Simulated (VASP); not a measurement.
## Ir: relaxation of cell and atoms with r2SCAN

The system is Ir.

```
CELL_PARAMETERS angstrom
2.72704 0.00000 0.00000
-1.36352 2.36168 0.00000
0.00000 0.00000 4.42240
ATOMIC_POSITIONS crystal
Ir 0.66667 0.33333 0.75000
Ir 0.33333 0.66667 0.25000
```

```yaml
Program: VASP 6.6.1
Task: relaxation of cell and atoms
Functional: r2SCAN
Potentials_or_basis: VASP PAW PBE potentials, release 64 (Ir)
Cutoff: 600 eV
k_mesh: 18 × 18 × 10
Occupations: gaussian, width 0.1 eV
Spin: no spin polarisation
Dipole_correction: no
Further_INCAR_settings: ALGO = Normal; EDIFF = 1e-06; IBRION = 2; EDIFFG = -0.005; NSW = 100; ISIF = 3
```

```json
{
 "Relaxed volume": "14.36 Å³/atom",
 "Relaxed cell": "a = 2.735 Å, b = 2.735 Å, c = 4.432 Å, α = 90.00°, β = 90.00°, γ = 120.00°",
 "Space group after relaxing (to 0.05 Å)": "P6_3/mmc (No. 194)",
 "Energy gained by relaxing": "1.1 meV/atom",
 "Ionic steps": "6",
 "Pressure after relaxing": "0.0 GPa",
 "Band gap on the k mesh": "zero (band 9 reaches 11.03 eV, above the bottom of band 10 at 7.66 eV)"
}
```

Step by step:
```tsv
step	energy change (eV)	largest force (eV/Å)	pressure (GPa)	volume (Å³)
1	0.0000	0.0000	3.09	28.48
2	0.0299	0.0000	-10.82	29.63
3	-0.0022	0.0000	-0.03	28.71
4	-0.0022	0.0000	0.04	28.71
5	-0.0022	0.0000	0.03	28.71
6	-0.0022	0.0000	0.04	28.71
```

Final structure:
```
Ir
1.0
     2.73493    0.00000    0.00000
    -1.36746    2.36852    0.00000
     0.00000    0.00000    4.43217
Ir
2
Cartesian
  1.3675 0.7895 3.3241
  0.0000 1.5790 1.1080
```

Levels at points of the mesh, in eV from the Fermi level:
| k point | band 5 | band 6 | band 7 | band 8 | band 9 | band 10 | band 11 | band 12 | band 13 |
| --- | --- | --- | --- | --- | --- | --- | --- | --- | --- |
| (0.00, 0.00, 0.00) | -3.93 | -3.26 | -3.26 | -2.46 | -2.46 | -0.76 | 0.26 | 0.26 | 7.33 |
| (0.50, 0.00, 0.00) | -3.67 | -3.51 | -3.05 | 0.70 | 0.96 | 1.12 | 3.03 | 4.55 | 8.62 |
| (0.00, 0.00, 0.50) | -4.06 | -4.06 | -4.06 | -4.06 | -0.51 | -0.51 | -0.51 | -0.51 | 14.38 |
| (0.50, 0.00, 0.50) | -2.20 | -2.20 | -0.97 | -0.97 | 0.95 | 0.95 | 2.08 | 2.08 | 7.96 |

It took 16 min on 1 thread of Intel(R) Xeon(R) Platinum 8259CL CPU @ 2.50GHz (Skylake/Cascade Lake), on a shared host, peak memory 0.24 GiB.

Caveat: the PAW data sets were made with another functional, which shifts forces and pressure a little; spin-orbit coupling is left out, which moves the levels of the heavy elements.
